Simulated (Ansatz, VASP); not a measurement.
Al in VASP and in Ansatz

```
CELL_PARAMETERS angstrom
-3.35922 2.94367 1.39621
2.94367 -3.35922 1.39621
2.44156 2.44156 -2.15729
ATOMIC_POSITIONS crystal
Al 0.98955 0.01045 0.00000
Al 0.76045 0.23955 0.50000
```

Alike in both runs: task single point; functional revPBE; k mesh 18 × 18 × 12; occupations fermi-dirac, width 0.1 eV; no spin polarisation.

|  | VASP | Ansatz |
| --- | --- | --- |
| version | VASP 6.6.1 | Ansatz 0.2.0 |
| potentials or method | VASP PAW PBE potentials, release 64 (Al), cutoff 500 eV | plane waves (420 eV) with PAW, scalar-relativistic |
| valence electrons in the cell | 6 | 6 |

```csv
,VASP,Ansatz,Ansatz less VASP
pressure (GPa),-2.7,-2.6,+0.13
"traceless stress, the component that is largest in VASP (GPa)",0.18,0.18,-0.007
```

VASP's potentials were made for PBE, not for revPBE. The functional is the same, so the differences come from potentials, cutoffs and numerics.
